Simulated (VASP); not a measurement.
# LiMg8 in VASP: further runs, part 2 of 2

VASP 6.6.1. Earlier steps stand in the parts before.

## 3. Single point, LDA

Input file INCAR:

```
ALGO = Normal
DIPOL = 0.5 0.5 0.329
EDIFF = 1E-7
ENCUT = 520
GGA = CA
IDIPOL = 3
ISIF = 2
ISMEAR = 0
LASPH = T
LCHARG = F
LDIPOL = T
LREAL = F
LWAVE = F
NBANDS = 20
NELM = 100
PREC = Accurate
SIGMA = 0.1
```

Input file KPOINTS:

```
k-points
0
Gamma
  4 5 1
```

Input file POSCAR:

```
LiMg8
1.0
    6.2932257366      0.0000000000      0.0000000000
    0.0000000000      5.0388886594      0.0000000000
    0.0000000000      0.0000000000     19.0846137325
Mg Li
8 1
Direct
    0.0000000000      0.7500000000      0.2095929242
    0.5000000000      0.7500000000      0.2095929242
    0.2500000000      0.2500000000      0.2571887995
    0.7500000000      0.2500000000      0.2571887995
    0.2500000000      0.7500000000      0.3565915112
    0.7500000000      0.7500000000      0.3565915112
    0.0000000000      0.2500000000      0.3974203428
    0.5000000000      0.2500000000      0.3974203428
    0.2500000000      0.2500000000      0.5182294569
```

Potentials or basis: VASP PAW LDA potentials, release 64 (Mg, Li_sv).

The run is started by

```sh
$ cat potpaw_LDA.64/Mg/POTCAR potpaw_LDA.64/Li_sv/POTCAR > POTCAR
$ mpirun -np 1 vasp_std > vasp.out
```

OUTCAR:

```text
EDIFF = 1E-7
   ENCUT = 520
   GGA = CA
   ISIF = 2
   ISMEAR = 0
   LASPH = T
   LREAL = F
   NELM = 100
   PREC = Accurate

 ion  position               nearest neighbor table
   1  0.000  0.750  0.210-   3 3.11   4 3.11   3 3.11   4 3.11   2 3.15   2 3.15   6 3.22   5 3.22

   2  0.500  0.750  0.210-   3 3.11   4 3.11   3 3.11   4 3.11   1 3.15   1 3.15   6 3.22   5 3.22

   3  0.250  0.250  0.257-   7 3.10   8 3.10   1 3.11   2 3.11   1 3.11   2 3.11   4 3.15   4 3.15
                             5 3.15   5 3.15
   4  0.750  0.250  0.257-   7 3.10   8 3.10   1 3.11   2 3.11   1 3.11   2 3.11   3 3.15   3 3.15
                             6 3.15   6 3.15
   5  0.250  0.750  0.357-   7 3.07   8 3.07   7 3.07   8 3.07   6 3.15   6 3.15   3 3.15   3 3.15
                             1 3.22   2 3.22
   6  0.750  0.750  0.357-   7 3.07   8 3.07   7 3.07   8 3.07   5 3.15   5 3.15   4 3.15   4 3.15
                             1 3.22   2 3.22
   7  0.000  0.250  0.397-   9 2.79   6 3.07   5 3.07   5 3.07   6 3.07   4 3.10   3 3.10   8 3.15
                             8 3.15
   8  0.500  0.250  0.397-   9 2.79   6 3.07   5 3.07   5 3.07   6 3.07   4 3.10   3 3.10   7 3.15
                             7 3.15
   9  0.250  0.250  0.518-   7 2.79   8 2.79

  LATTYP: Found a simple orthorhombic cell.
 ALAT       =     5.0388886594
 B/A-ratio  =     1.2489312946
 C/A-ratio  =     3.7874648603

  Lattice vectors:

 A1 = (   0.0000000000,  -5.0388886594,   0.0000000000)
 A2 = (   6.2932257366,   0.0000000000,   0.0000000000)
 A3 = (   0.0000000000,   0.0000000000,  19.0846137325)

Analysis of symmetry for initial positions (statically):
=====================================================================
 Subroutine PRICEL returns:
 Original cell was already a primitive cell.

 Routine SETGRP: Setting up the symmetry group for a
 simple orthorhombic supercell.

 Subroutine GETGRP returns: Found  4 space group operations
 (whereof  1 operations were pure point group operations)
 out of a pool of  8 trial point group operations.

The static configuration has the point symmetry C_1 .
 The point group associated with its full space group is C_2v.

Analysis of symmetry for dynamics (positions and initial velocities):
=====================================================================
 Subroutine PRICEL returns:
 Original cell was already a primitive cell.

 Routine SETGRP: Setting up the symmetry group for a
 simple orthorhombic supercell.

 Subroutine GETGRP returns: Found  4 space group operations
 (whereof  1 operations were pure point group operations)
 out of a pool of  8 trial point group operations.

The dynamic configuration has the point symmetry C_1 .
 The point group associated with its full space group is C_2v.

 Subroutine INISYM returns: Found  4 space group operations
 (whereof  1 operations are pure point group operations),
 and found     1 'primitive' translations

----------------------------------------------------------------------------------------

                                     Primitive cell

  volume of cell :     605.1896

  direct lattice vectors                    reciprocal lattice vectors
     6.293225737  0.000000000  0.000000000     0.158901022  0.000000000  0.000000000
[... 70 lines left out ...]
   dimension x,y,z NGXF=    96 NGYF=   80 NGZF=  288
   ions per type =               8   1
   NGX,Y,Z   is equivalent  to a cutoff of  12.68, 13.20, 12.54 a.u.
   NGXF,Y,Z  is equivalent  to a cutoff of  25.36, 26.39, 25.09 a.u.
 SYSTEM =  unknown system
   PREC   = accura    normal or accurate (medium, high low for compatibility)
   ISTART =      0    job   : 0-new  1-cont  2-samecut
   ICHARG =      2    charge: 1-file 2-atom 10-const
   ISPIN  =      1    spin polarized calculation?
   LNONCOLLINEAR =      F non collinear calculations
   LSORBIT =      F    spin-orbit coupling
   LASPH  =      T    aspherical Exc in radial PAW
   ENCUT  =  520.0 eV  38.22 Ry    6.18 a.u.  11.70  9.37 35.48*2*pi/ulx,y,z
   NELM   =    100;   NELMIN=  2; NELMDL= -5     # of ELM steps
   EDIFF  = 0.1E-06   stopping-criterion for ELM
   LREAL  =      F    real-space projection
   EDIFFG = 0.1E-05   stopping-criterion for IOM
   NSW    =      0    number of steps for IOM
   IBRION =     -1    ionic relax: 0-MD 1-quasi-New 2-CG
   NFREE  =      0    steps in history (QN), initial steepest desc. (CG)
   ISIF   =      2    stress and relaxation
   ISYM   =      2    0-nonsym 1-usesym 2-fastsym
   POTIM  = 0.5000    time-step for ionic-motion
   TEBEG  =    0.0;   TEEND  =   0.0 temperature during run
   PSTRESS=    0.0 pullay stress
   NELECT =      19.0000    total number of electrons
   NUPDOWN=      -1.0000    fix difference up-down
   EMIN   =  10.00;   EMAX   =-10.00  energy-range for DOS
   EFERMI =   0.00;   METHOD = LEGACY
   ISMEAR =     0;   SIGMA  =   0.10  broadening in eV -4-tet -1-fermi 0-gaus
   EFERMI_NEDOS =   21; number of points for ismear=-14 and -15
   IALGO  =     38    algorithm
   IMIX   =      4    mixing-type and parameters
     AMIX     =   0.40;   BMIX     =  1.00
     AMIX_MAG =   1.60;   BMIX_MAG =  1.00
  volume/ion in A,a.u.               =      67.24       453.78
  Fermi-wavevector in a.u.,A,eV,Ry     =   0.516451  0.975950  3.628964  0.266721
  Thomas-Fermi vector in A             =   1.532387
   LORBIT       =      0    0 simple, 1 ext, 2 COOP (PROOUT), +10 PAW based schemes
   GGA     = CA    functional components
   LHFCALC =     F    Hartree Fock is set to
   AEXX    =    0.0000 exact exchange contribution
   IVDW    =     0    specifies the selected vdW correction
   LEPSILON=     F    determine dielectric tensor
   LRPA    =     F    only Hartree local field effects (RPA)
 non-spin polarized calculation
 Gauss-broadening in eV      SIGMA  =   0.10
  energy-cutoff  :      520.00
  volume of cell :      605.19
 maximum number of plane-waves:     16352
 NGX is ok and might be reduce to    48
   NGX = 23   NGY = 19   NGZ = 71

 number of electron      18.9999998 magnetization

 dipolmoment           0.000000      0.000000     -0.276893 electrons x Angstroem

 Free energy of the ion-electron system (eV)
  ---------------------------------------------------
  ext. energy  EPLUGINS =         0.00000000
  ---------------------------------------------------
  free energy    TOTEN  =       -13.17327524 eV

  energy without entropy =      -13.16023176  energy(sigma->0) =      -13.16675350

 E-fermi :  -1.1538     XC(G=0):  -3.8886

 val. band max:       -1.2567443536   @ k =   0.0000   0.0000   0.0000
 cond. band min:      -1.1344063985   @ k =   0.5000   0.0000   0.0000
 fundamental gap:      0.1223379551
 Fermi energy:        -1.1538088478

 k-point     1 :       0.0000    0.0000    0.0000
  band No.  band energies     occupation
      1     -48.8201      2.00000
      2      -7.4029      2.00000
      3      -5.3009      2.00000
      4      -3.7683      2.00000
      5      -3.6312      2.00000
      6      -2.7769      2.00000
[... 196 lines left out ...]
     19       2.3307      0.00000
     20       2.4564      0.00000

------------------------ aborting loop because EDIFF is reached ----------------------------------------

 vacuum level on the upper side and lower side of the slab       (xc-potential included)        -1.058         0.544

  FORCE on cell =-STRESS in cart. coord.  units (eV):
  Direction    XX          YY          ZZ          XY          YZ          ZX
  --------------------------------------------------------------------------------------
  -------------------------------------------------------------------------------------
  Total       -1.8521175     -2.5810577     -1.4632012      0.0000000      0.0000000      0.0000000
  in kB       -4.9032912     -6.8330855     -3.8736752      0.0000000      0.0000000      0.0000000
  external PRESSURE =      -5.2033506 kB  Pullay stress =       0.0000000 kB

 VOLUME and BASIS-vectors are now :
 -----------------------------------------------------------------------------
  energy-cutoff  :      520.00
  volume of cell :      605.19
      direct lattice vectors                 reciprocal lattice vectors
     6.293225737  0.000000000  0.000000000     0.158901022  0.000000000  0.000000000
     0.000000000  5.038888659  0.000000000     0.000000000  0.198456459  0.000000000
     0.000000000  0.000000000 19.084613732     0.000000000  0.000000000  0.052398231

 POSITION                                       TOTAL-FORCE (eV/Angst)
 -----------------------------------------------------------------------------------
      0.00000      3.77917      4.00000         0.015476      0.000000      0.285325
      3.14661      3.77917      4.00000        -0.015476     -0.000000      0.285325
      1.57331      1.25972      4.90835        -0.000000      0.000000     -0.179775
      4.71992      1.25972      4.90835        -0.000000      0.000000     -0.122720
      1.57331      3.77917      6.80541        -0.000000      0.000000      0.145836
      4.71992      3.77917      6.80541        -0.000000      0.000000      0.040532
      0.00000      1.25972      7.58461        -0.176689     -0.000000     -0.212025
      3.14661      1.25972      7.58461         0.176689      0.000000     -0.212025
      1.57331      1.25972      9.89021        -0.000000      0.000000     -0.030473
 -----------------------------------------------------------------------------------
    total drift:                                0.000000     -0.000000      0.000613

  FREE ENERGIE OF THE ION-ELECTRON SYSTEM (eV)
  ---------------------------------------------------
  free  energy   TOTEN  =       -13.1732752436 eV

  energy  without entropy=      -13.1602317640  energy(sigma->0) =      -13.16675350

 vacuum level on the upper side and lower side of the slab         0.623         2.269
```

Wall time 3.6 min (1 thread of Intel Xeon 6975P-C, shared host); peak memory 0.47 GiB.

Results:

- Free energy: -13.1733 eV
- Largest force: 0.286 eV/Å

Forces in eV/Å, atoms in the order of the input:
```
Mg   0.015  0.000  0.285
Mg  -0.015  0.000  0.285
Mg   0.000  0.000 -0.180
Mg   0.000  0.000 -0.123
Mg   0.000  0.000  0.146
Mg   0.000  0.000  0.041
Mg  -0.177  0.000 -0.212
Mg   0.177  0.000 -0.212
Li   0.000  0.000 -0.030
```

Levels at points of the mesh, in eV from the Fermi level:
```csv
k point,band 7,band 8,band 9,band 10,band 11,band 12,band 13,band 14
"(0.00, 0.00, 0.00)",-0.82,-0.64,-0.37,-0.10,0.16,1.10,1.40,1.57
"(0.50, 0.00, 0.00)",-0.56,0.02,0.05,0.69,0.77,0.79,1.28,1.70
```

Caveat: the cutoff is under 1.25 times the usual one of these potentials, so pressure, stress and relaxed cells hold a basis-set (Pulay) error.

## 4. Single point, LDA

Input file INCAR:

```
SYSTEM = LiMg8
  PREC = Accurate
  ENCUT = 520
  EDIFF = 1E-6
  ISMEAR = 0
  SIGMA = 0.1
  LREAL = .FALSE.
  LASPH = .TRUE.
  NELM = 60
  ALGO = Normal
  ISIF = 2
  LWAVE = .FALSE.
  LCHARG = .FALSE.
  LDIPOL = .TRUE.
  IDIPOL = 3
  DIPOL = 0.5 0.5 0.326
  GGA = CA
  NBANDS = 20
```

Input file KPOINTS:

```
regular mesh
0
G
  4 5 1
  0 0 0
```

Edit POSCAR of step 3 so:

```diff
@@ -16,2 +16,2 @@
     0.5000000000      0.2500000000      0.3974203428
-    0.2500000000      0.2500000000      0.5182294569
+    0.2500000000      0.7500000000      0.4932419003
```

Potentials or basis: VASP PAW LDA potentials, release 64 (Mg, Li_sv).

The run is started by

```sh
$ cat potpaw_LDA.64/Mg/POTCAR potpaw_LDA.64/Li_sv/POTCAR > POTCAR
$ mpirun -np 1 vasp_std > vasp.out
```

OUTCAR:

```text
SYSTEM = LiMg8
   PREC = Accurate
   ENCUT = 520
   EDIFF = 1E-6
   ISMEAR = 0
   LREAL = .FALSE.
   LASPH = .TRUE.
   NELM = 60
   ISIF = 2
   GGA = CA

 ion  position               nearest neighbor table
   1  0.000  0.750  0.210-   3 3.11   4 3.11   3 3.11   4 3.11   2 3.15   2 3.15   6 3.22   5 3.22

   2  0.500  0.750  0.210-   3 3.11   4 3.11   3 3.11   4 3.11   1 3.15   1 3.15   6 3.22   5 3.22

   3  0.250  0.250  0.257-   7 3.10   8 3.10   1 3.11   2 3.11   1 3.11   2 3.11   4 3.15   4 3.15
                             5 3.15   5 3.15
   4  0.750  0.250  0.257-   7 3.10   8 3.10   1 3.11   2 3.11   1 3.11   2 3.11   3 3.15   3 3.15
                             6 3.15   6 3.15
   5  0.250  0.750  0.357-   9 2.61   8 3.07   7 3.07   7 3.07   8 3.07   6 3.15   6 3.15   3 3.15
[... 426 lines left out ...]
 -----------------------------------------------------------------------------
  energy-cutoff  :      520.00
  volume of cell :      605.19
      direct lattice vectors                 reciprocal lattice vectors
     6.293225737  0.000000000  0.000000000     0.158901022  0.000000000  0.000000000
     0.000000000  5.038888659  0.000000000     0.000000000  0.198456459  0.000000000
     0.000000000  0.000000000 19.084613732     0.000000000  0.000000000  0.052398231

 POSITION                                       TOTAL-FORCE (eV/Angst)
 -----------------------------------------------------------------------------------
      0.00000      3.77917      4.00000         0.006543      0.000000      0.242578
      3.14661      3.77917      4.00000        -0.006543     -0.000000      0.242578
      1.57331      1.25972      4.90835         0.000000      0.000000     -0.162220
      4.71992      1.25972      4.90835         0.000000      0.000000     -0.118011
      1.57331      3.77917      6.80541         0.000000      0.000000     -0.612236
      4.71992      3.77917      6.80541         0.000000      0.000000      0.157969
      0.00000      1.25972      7.58461         0.081182     -0.000000      0.139331
      3.14661      1.25972      7.58461        -0.081182      0.000000      0.139331
      1.57331      3.77917      9.41333         0.000000      0.000000     -0.029320
 -----------------------------------------------------------------------------------
    total drift:                                0.000000     -0.000000      0.000184

  FREE ENERGIE OF THE ION-ELECTRON SYSTEM (eV)
  ---------------------------------------------------
  free  energy   TOTEN  =       -13.6286477377 eV

  energy  without entropy=      -13.6197435094  energy(sigma->0) =      -13.62419562

 vacuum level on the upper side and lower side of the slab         0.982         2.307
```

Wall time 3.2 min (1 thread of Intel Xeon 6975P-C, shared host); peak memory 0.47 GiB.

Results:

```yaml
Free_energy: -13.6286 eV
Largest_force: 0.612 eV/Å
```

Forces in eV/Å, atoms in the order of the input:
```
Mg   0.007  0.000  0.243
Mg  -0.007  0.000  0.243
Mg   0.000  0.000 -0.162
Mg   0.000  0.000 -0.118
Mg   0.000  0.000 -0.612
Mg   0.000  0.000  0.158
Mg   0.081  0.000  0.139
Mg  -0.081  0.000  0.139
Li   0.000  0.000 -0.029
```

Levels at points of the mesh, in eV from the Fermi level:
| k point | band 6 | band 7 | band 8 | band 9 | band 10 | band 11 | band 12 | band 13 | band 14 | band 15 |
| --- | --- | --- | --- | --- | --- | --- | --- | --- | --- | --- |
| (0.00, 0.00, 0.00) | -1.52 | -0.84 | -0.64 | -0.40 | -0.12 | 0.49 | 1.01 | 1.80 | 1.90 | 2.11 |
| (0.50, 0.00, 0.00) | -0.75 | -0.47 | -0.02 | 0.06 | 0.70 | 0.76 | 1.10 | 1.54 | 1.70 | 1.72 |

Caveat: the cutoff is under 1.25 times the usual one of these potentials, so pressure, stress and relaxed cells hold a basis-set (Pulay) error.
